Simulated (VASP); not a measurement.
# AlN (I4/mmm) in VASP: further runs

The runs below take AlN through single point, with r2SCAN.

Program: VASP 6.6.1. These are calculated values, not measurements. Logs are shortened: lines on timing, memory, paths and dates and some standing lists are left out, and cuts for length are marked.

### Step 1. The cell of the first run

Symmetry: I4/mmm, No. 139, tetragonal system. Conventional cell: a = 2.949 Å, b = 2.949 Å, c = 3.866 Å, α = 90.00°, β = 90.00°, γ = 90.00°. Al (site symmetry 4/mmm) has 6 N at 1.93 to 2.09 Å within 2.6 Å. Within 2.6 Å of N (site symmetry 4/mmm) lie 6 Al at 1.93 to 2.09 Å.

### Step 2. Single point, r2SCAN (strain +0.025 along x and y, -0.050 along z)

POSCAR

```
AlN
1.0
    0.0000000000      2.0853809500      1.9327921000
    2.0853809500      0.0000000000      1.9327921000
    2.0853809500      2.0853809500      0.0000000000
Al N
1 1
Direct
    0.5000000000      0.5000000000      0.5000000000
    0.0000000000      0.0000000000      0.0000000000
```

INCAR.step1

```
ALGO = Normal ; EDIFF = 1E-4
ENCUT = 520 ; GGA = PE
ISMEAR = 0 ; LASPH = True
LCHARG = False ; LREAL = False
LWAVE = True ; NBANDS = 11
NELM = 100 ; PREC = Accurate
SIGMA = 0.05
```

INCAR.step2

```
ALGO = Normal ; EDIFF = 1E-6
ENCUT = 520 ; ISIF = 2
ISMEAR = 0 ; ISTART = 1
LASPH = True ; LCHARG = True
LELF = True ; LMIXTAU = True
LREAL = False ; LVHAR = True
LWAVE = False ; METAGGA = R2SCAN
NBANDS = 11 ; NELM = 100
PREC = Accurate ; SIGMA = 0.05
```

KPOINTS

```
k-points
0
Gamma
  10 10 10
```

Potentials or basis: VASP PAW PBE potentials, release 64 (Al, N).

Run with:

```console
$ cat potpaw_PBE.64/Al/POTCAR potpaw_PBE.64/N/POTCAR > POTCAR
$ cp INCAR.step1 INCAR
$ mpirun -np 1 vasp_std > vasp.out
$ cp INCAR.step2 INCAR
$ mpirun -np 1 vasp_std > vasp.out
```

OUTCAR:

```text
EDIFF = 1E-6
   ENCUT = 520
   ISIF = 2
   ISMEAR = 0
   ISTART = 1
   LASPH = True
   LREAL = False
   METAGGA = R2SCAN
   NELM = 100
   PREC = Accurate

 ion  position               nearest neighbor table
   1  0.500  0.500  0.500-   2 1.93   2 1.93   2 2.09   2 2.09   2 2.09   2 2.09
   2  0.000  0.000  0.000-   1 1.93   1 1.93   1 2.09   1 2.09   1 2.09   1 2.09

  LATTYP: Found a body centered tetragonal cell.
 ALAT       =     2.9491740222
 C/A-ratio  =     1.3107345212

  Lattice vectors:

 A1 = (   0.0000000000,  -2.0853809500,  -1.9327921000)
 A2 = (   0.0000000000,   2.0853809500,  -1.9327921000)
 A3 = (   2.0853809500,   0.0000000000,   1.9327921000)

Analysis of symmetry for initial positions (statically):
=====================================================================
 Subroutine PRICEL returns:
 Original cell was already a primitive cell.

 Routine SETGRP: Setting up the symmetry group for a
 body centered tetragonal supercell.

 Subroutine GETGRP returns: Found 16 space group operations
 (whereof 16 operations were pure point group operations)
 out of a pool of 16 trial point group operations.

The static configuration has the point symmetry D_4h.

Analysis of symmetry for dynamics (positions and initial velocities):
=====================================================================
 Subroutine PRICEL returns:
 Original cell was already a primitive cell.

 Routine SETGRP: Setting up the symmetry group for a
 body centered tetragonal supercell.

 Subroutine GETGRP returns: Found 16 space group operations
 (whereof 16 operations were pure point group operations)
 out of a pool of 16 trial point group operations.

The dynamic configuration has the point symmetry D_4h.

 Subroutine INISYM returns: Found 16 space group operations
 (whereof 16 operations are pure point group operations),
 and found     1 'primitive' translations

----------------------------------------------------------------------------------------

                                     Primitive cell

  volume of cell :      16.8107

  direct lattice vectors                    reciprocal lattice vectors
     0.000000000  2.085380950  1.932792100    -0.239764346  0.239764346  0.258693110
     2.085380950  0.000000000  1.932792100     0.239764346 -0.239764346  0.258693110
     2.085380950  2.085380950  0.000000000     0.239764346  0.239764346 -0.258693110

  length of vectors
     2.843325343  2.843325343  2.949174022     0.426492683  0.426492683  0.426492683

  position of ions in fractional coordinates (direct lattice)
     0.500000000  0.500000000  0.500000000
     0.000000000  0.000000000  0.000000000

  ion indices of the primitive-cell ions
   primitive index   ion index
                 1           1
                 2           2

----------------------------------------------------------------------------------------

 KPOINTS: k-points

Automatic generation of k-mesh.
 Grid dimensions read from file:
 generate k-points for:   10   10   10

 Generating k-lattice:

  Cartesian coordinates                     Fractional coordinates (reciprocal lattice)
    -0.023976435  0.023976435  0.025869311     0.100000000  0.000000000  0.000000000
     0.023976435 -0.023976435  0.025869311     0.000000000  0.100000000  0.000000000
     0.023976435  0.023976435 -0.025869311     0.000000000  0.000000000  0.100000000

  Length of vectors
     0.042649268  0.042649268  0.042649268

  Shift w.r.t. Gamma in fractional coordinates (k-lattice)
     0.000000000  0.000000000  0.000000000

 Subroutine IBZKPT returns following result:
 ===========================================

 Found    102 irreducible k-points:

 Following reciprocal coordinates:
            Coordinates               Weight
  0.000000  0.000000  0.000000      1.000000
  0.100000  0.000000  0.000000      8.000000
  0.200000  0.000000  0.000000      8.000000
  0.300000  0.000000  0.000000      8.000000
  0.400000  0.000000  0.000000      8.000000
  0.500000 -0.000000  0.000000      4.000000
[... 16 lines left out ...]
  0.300000  0.300000  0.000000      2.000000
  0.400000  0.300000  0.000000      8.000000
 [... further k-points ...]
   k-points           NKPTS =    102   k-points in BZ     NKDIM =    102   number of bands    NBANDS=     11
   number of dos      NEDOS =    301   number of ions     NIONS =      2
   total plane-waves  NPLWV =  13824
   dimension x,y,z NGX =    24 NGY =   24 NGZ =   24
   dimension x,y,z NGXF=    48 NGYF=   48 NGZF=   48
   ions per type =               1   1
   NGX,Y,Z   is equivalent  to a cutoff of  14.03, 14.03, 13.53 a.u.
   NGXF,Y,Z  is equivalent  to a cutoff of  28.07, 28.07, 27.06 a.u.
 SYSTEM =  unknown system
   PREC   = accura    normal or accurate (medium, high low for compatibility)
   ISTART =      1    job   : 0-new  1-cont  2-samecut
   ICHARG =      0    charge: 1-file 2-atom 10-const
   ISPIN  =      1    spin polarized calculation?
   LNONCOLLINEAR =      F non collinear calculations
   LSORBIT =      F    spin-orbit coupling
   LASPH  =      T    aspherical Exc in radial PAW
   ENCUT  =  520.0 eV  38.22 Ry    6.18 a.u.   5.29  5.29  5.48*2*pi/ulx,y,z
   NELM   =    100;   NELMIN=  2; NELMDL=  0     # of ELM steps
   EDIFF  = 0.1E-05   stopping-criterion for ELM
   LREAL  =      F    real-space projection
   EDIFFG = 0.1E-04   stopping-criterion for IOM
   NSW    =      0    number of steps for IOM
   IBRION =     -1    ionic relax: 0-MD 1-quasi-New 2-CG
   NFREE  =      0    steps in history (QN), initial steepest desc. (CG)
   ISIF   =      2    stress and relaxation
   ISYM   =      2    0-nonsym 1-usesym 2-fastsym
   POTIM  = 0.5000    time-step for ionic-motion
   TEBEG  =    0.0;   TEEND  =   0.0 temperature during run
   PSTRESS=    0.0 pullay stress
   NELECT =       8.0000    total number of electrons
   NUPDOWN=      -1.0000    fix difference up-down
   EMIN   =  10.00;   EMAX   =-10.00  energy-range for DOS
   EFERMI =   0.00;   METHOD = LEGACY
   ISMEAR =     0;   SIGMA  =   0.05  broadening in eV -4-tet -1-fermi 0-gaus
   EFERMI_NEDOS =   21; number of points for ismear=-14 and -15
   IALGO  =     38    algorithm
   IMIX   =      4    mixing-type and parameters
     AMIX     =   0.40;   BMIX     =  1.00
     AMIX_MAG =   1.60;   BMIX_MAG =  1.00
  volume/ion in A,a.u.               =       8.41        56.72
  Fermi-wavevector in a.u.,A,eV,Ry     =   1.278133  2.415322 22.226817  1.633625
  Thomas-Fermi vector in A             =   2.410693
   LORBIT       =      0    0 simple, 1 ext, 2 COOP (PROOUT), +10 PAW based schemes
   METAGGA = R2SCAN    functional components
   LHFCALC =     F    Hartree Fock is set to
   AEXX    =    0.0000 exact exchange contribution
   IVDW    =     0    specifies the selected vdW correction
   LEPSILON=     F    determine dielectric tensor
   LRPA    =     F    only Hartree local field effects (RPA)
 non-spin polarized calculation
 Gauss-broadening in eV      SIGMA  =   0.05
  energy-cutoff  :      520.00
  volume of cell :       16.81
 maximum number of plane-waves:       464
 NGX is ok and might be reduce to    24
   NGX = 11   NGY = 11   NGZ = 11

 number of electron       8.0000000 magnetization

 Free energy of the ion-electron system (eV)
  ---------------------------------------------------
  ext. energy  EPLUGINS =         0.00000000
  ---------------------------------------------------
  free energy    TOTEN  =       -18.83246757 eV

  energy without entropy =      -18.83246757  energy(sigma->0) =      -18.83246757

 E-fermi :   9.9669     XC(G=0): -12.7841

 val. band max:        9.7330829324   @ k =   0.0000   0.0000   0.0000
 cond. band min:      14.5311790693   @ k =   0.5000   0.5000   0.0000
 fundamental gap:      4.7980961369
 Fermi energy:         9.9669048398

 k-point     1 :       0.0000    0.0000    0.0000
  band No.  band energies     occupation
      1      -8.7112      2.00000
      2       9.1204      2.00000
      3       9.7331      2.00000
      4       9.7331      2.00000
      5      15.7053      0.00000
      6      22.1227      0.00000
      7      22.1227      0.00000
      8      23.1745      0.00000
      9      26.7420      0.00000
     10      28.2252      0.00000
     11      28.5594      0.00000

 k-point     2 :       0.1000    0.0000    0.0000
  band No.  band energies     occupation
      1      -8.5059      2.00000
      2       8.4030      2.00000
      3       9.3341      2.00000
      4       9.5613      2.00000
      5      16.3511      0.00000
      6      21.5620      0.00000
      7      22.3890      0.00000
      8      23.1717      0.00000
      9      25.5960      0.00000
     10      27.2873      0.00000
     11      29.3565      0.00000

 k-point     3 :       0.2000    0.0000    0.0000
  band No.  band energies     occupation
      1      -7.9112      2.00000
      2       6.3031      2.00000
      3       9.0446      2.00000
      4       9.1502      2.00000
      5      17.0411      0.00000
      6      21.1226      0.00000
      7      22.2370      0.00000
      8      23.6432      0.00000
      9      25.6481      0.00000
     10      26.3816      0.00000
     11      28.7767      0.00000

 k-point     4 :       0.3000    0.0000    0.0000
  band No.  band energies     occupation
      1      -7.0094      2.00000
      2       3.9716      2.00000
      3       8.7019      2.00000
      4       8.7804      2.00000
      5      16.7755      0.00000
      6      21.3659      0.00000
      7      22.0890      0.00000
      8      23.3129      0.00000
      9      27.1212      0.00000
     10      27.5859      0.00000
     11      28.2804      0.00000

 k-point     5 :       0.4000    0.0000    0.0000
  band No.  band energies     occupation
      1      -6.0308      2.00000
      2       2.0370      2.00000
      3       8.3760      2.00000
      4       8.5875      2.00000
      5      16.3484      0.00000
      6      20.7023      0.00000
      7      22.7106      0.00000
      8      23.3561      0.00000
      9      27.0029      0.00000
     10      30.0108      0.00000
     11      30.0734      0.00000
[... 211 lines left out ...]
 k-point    21 :      -0.3000    0.2000    0.0000
  band No.  band energies     occupation
      1      -5.9118      2.00000
      2       3.4361      2.00000
      3       5.9284      2.00000
      4       8.1783      2.00000
      5      18.0570      0.00000
      6      20.5776      0.00000
      7      22.0713      0.00000
      8      22.2511      0.00000
      9      27.0284      0.00000
     10      29.3333      0.00000
     11      33.0634      0.00000

 k-point    22 :      -0.2000    0.2000    0.0000
  band No.  band energies     occupation
      1      -6.8106      2.00000
      2       4.9598      2.00000
      3       6.4286      2.00000
      4       8.7228      2.00000
      5      18.7160      0.00000
      6      20.6455      0.00000
      7      21.2238      0.00000
      8      22.4276      0.00000
      9      24.9286      0.00000
     10      29.5867      0.00000
     11      33.3265      0.00000

 k-point    23 :       0.3000    0.3000    0.0000
  band No.  band energies     occupation
      1      -6.2493      2.00000
      2       4.5691      2.00000
      3       7.2380      2.00000
      4       7.2380      2.00000
      5      16.6909      0.00000
      6      17.1605      0.00000
      7      22.9645      0.00000
      8      25.5783      0.00000
      9      25.5783      0.00000
     10      30.0484      0.00000
     11      35.2156      0.00000

 k-point    24 :       0.4000    0.3000    0.0000
  band No.  band energies     occupation
      1      -5.4810      2.00000
      2       3.5655      2.00000
      3       6.5778      2.00000
      4       6.9182      2.00000
      5      16.2201      0.00000
      6      16.8805      0.00000
      7      23.2070      0.00000
      8      25.5256      0.00000
      9      26.5434      0.00000
     10      31.7730      0.00000
     11      35.9857      0.00000

 [... further k-points ...]

------------------------ aborting loop because EDIFF is reached ----------------------------------------

  FORCE on cell =-STRESS in cart. coord.  units (eV):
  Direction    XX          YY          ZZ          XY          YZ          ZX
  --------------------------------------------------------------------------------------
  -------------------------------------------------------------------------------------
  Total       -1.1533817     -1.1533817      1.2187662      0.0000000      0.0000000     -0.0000000
  in kB     -109.9253108   -109.9253108    116.1569086      0.0000000      0.0000000     -0.0000000
  external PRESSURE =     -34.5645710 kB  Pullay stress =       0.0000000 kB

 VOLUME and BASIS-vectors are now :
 -----------------------------------------------------------------------------
  energy-cutoff  :      520.00
  volume of cell :       16.81
      direct lattice vectors                 reciprocal lattice vectors
     0.000000000  2.085380950  1.932792100    -0.239764346  0.239764346  0.258693110
     2.085380950  0.000000000  1.932792100     0.239764346 -0.239764346  0.258693110
     2.085380950  2.085380950  0.000000000     0.239764346  0.239764346 -0.258693110

 POSITION                                       TOTAL-FORCE (eV/Angst)
 -----------------------------------------------------------------------------------
      2.08538      2.08538      1.93279         0.000000     -0.000000      0.000000
      0.00000      0.00000      0.00000        -0.000000      0.000000     -0.000000
 -----------------------------------------------------------------------------------
    total drift:                                0.000000     -0.000000     -0.000000

  FREE ENERGIE OF THE ION-ELECTRON SYSTEM (eV)
  ---------------------------------------------------
  free  energy   TOTEN  =       -18.8324675686 eV

  energy  without entropy=      -18.8324675686  energy(sigma->0) =      -18.83246757
```

Run time: 50 s. Hardware: 1 thread of Intel Xeon 8259CL, shared host; peak memory 0.15 GiB.

Results:

```yaml
Free_energy: -18.8325 eV
Pressure: -3.5 GPa
Band_gap_on_the_k_mesh: 4.80 eV (least direct gap 5.97 eV)
```

Stress tensor (GPa, compression positive):
```
-10.99   0.00   0.00
  0.00 -10.99   0.00
  0.00   0.00  11.62
```

Levels at points of the mesh, in eV from the valence-band top:
```tsv
k point	band 1	band 2	band 3	band 4	band 5	band 6	band 7	band 8	band 9
(0.00, 0.00, 0.00)	-18.44	-0.61	0.00	0.00	5.97	12.39	12.39	13.44	17.01
(0.50, 0.00, 0.00)	-15.27	-8.52	-1.47	-1.22	6.45	10.74	12.80	14.07	17.15
(0.50, 0.50, 0.00)	-13.96	-7.38	-3.42	-3.42	4.80	5.35	15.59	17.73	17.73
(0.50, 0.00, 0.50)	-14.54	-7.73	-3.33	-2.34	5.42	6.13	14.61	17.25	19.80
```

Caveat: the cell differs from its parent crystal (strain +0.025 along x and y, -0.050 along z); the cell stands under tension; the PAW data sets were made with another functional, which shifts forces and pressure a little. A k mesh can miss the band edges.

(Continued in part 2 of 2.)
